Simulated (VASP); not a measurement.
Set up this calculation in VASP 6.6.1, as the native input.

```yaml
Task: single point
Functional: PBE
Potentials_or_basis: VASP PAW PBE potentials, release 64 (W_sv, S)
Cutoff: 520 eV
k_mesh: 10 × 10 × 2
Occupations: tetrahedron
Spin: collinear spin, ferromagnetic start
Starting_moments: "[2.0, 2.0, 0.0, 0.0, 0.0, 0.0] μB"
Dipole_correction: no
Further_INCAR_settings: ALGO = Normal; EDIFF = 1e-06; NBANDS = 39
```

The structure of WS2 lies in POSCAR:

```
WS2
1.0
    3.1878273111      0.0000000001      0.0000000000
   -1.5939136556      2.7607394343      0.0000000000
    0.0000000000      0.0000000000     14.8571278143
W S
2 4
Direct
    0.3333333333      0.6666666667      0.2500000000
    0.6666666667      0.3333333333      0.7500000000
    0.3333333333      0.6666666667      0.6442570267
    0.6666666667      0.3333333333      0.1442570267
    0.3333333333      0.6666666667      0.8557429733
    0.6666666667      0.3333333333      0.3557429733
```

These files were run (other wordings do the same):

INCAR

```
PREC = Accurate
ENCUT = 520
EDIFF = 1E-6
ISMEAR = -4
SIGMA = 0.1
LREAL = F
LASPH = T
NELM = 150
ALGO = Normal
ISIF = 2
LWAVE = F
LCHARG = F
ISPIN = 2
MAGMOM = 2 2 0 0 0 0
LORBIT = 11
LMAXMIX = 4
GGA = PE
NBANDS = 39
```

KPOINTS

```
Automatic mesh
0
Gamma
  10 10 2
```

Potentials or basis: VASP PAW PBE potentials, release 64 (W_sv, S).

Launch:

```console
$ cat potpaw_PBE.64/W_sv/POTCAR potpaw_PBE.64/S/POTCAR > POTCAR
$ mpirun -np 1 vasp_std > vasp.out
```

Results of the run:

```
Pressure                                              : 0.0 GPa
Largest force                                         : 0.003 eV/Å
Band gap on the k mesh                                : 1.78 eV, indirect (least direct gap 2.14 eV)
Net moment                                            : 0.00 μB per cell
Valence electrons inside the program's atomic spheres : W 11.99; S 3.72
```

Caveat: spin-orbit coupling is left out, which moves the levels of the heavy elements; this functional lacks dispersion, which binds the layers, so the pressure and a relaxed spacing across them are unreliable.

Wall time 8.5 min on 1 thread of AMD EPYC 7R13, on a shared host, peak memory 0.38 GiB.
